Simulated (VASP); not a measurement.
A run of VASP 6.6.1 is set up as follows.

INCAR

```
SYSTEM = Sb
PREC = Accurate ; ENCUT = 400
EDIFF = 1E-6 ; ISMEAR = 0
SIGMA = 0.03 ; LREAL = .FALSE.
LASPH = .TRUE. ; NELM = 120
ALGO = Normal ; ISIF = 2
LWAVE = .FALSE. ; LCHARG = .FALSE.
LDIPOL = .TRUE. ; IDIPOL = 3
DIPOL = 0.5 0.5 0.289 ; GGA = PE
IVDW = 12 ; NBANDS = 22
GGA_COMPAT = .FALSE. ; NELMDL = -8
```

The input KPOINTS:

```
regular mesh
0
G
  12 12 1
  0 0 0
```

File POSCAR:

```
Sb
1.0
    4.0685005372      0.0000000000      0.0000000000
   -2.0342502686      3.5234248206      0.0000000000
    0.0000000000      0.0000000000     27.1000000030
Sb
2
Direct
    0.3333333333      0.6666666667      0.2583030261
    0.6666666667      0.3333333333      0.3191877487
```

Potentials or basis: VASP PAW PBE potentials, release 64 (Sb_d_GW).

Command:

```console
$ cat potpaw_PBE.64/Sb_d_GW/POTCAR > POTCAR
$ mpirun -np 1 vasp_std > vasp.out
```

**Question.** Estimate the largest force.

**Answer.** 0.003 eV/Å.

**Question.** Estimate the band gap on the k mesh.

**Answer.** 1.18 eV (least direct gap 1.66 eV).

Forces in eV/Å, atoms in the order of the input:
```
Sb   0.000  0.000 -0.003
Sb   0.000  0.000  0.003
```

Caveat: spin-orbit coupling is left out, which moves the levels of the heavy elements.
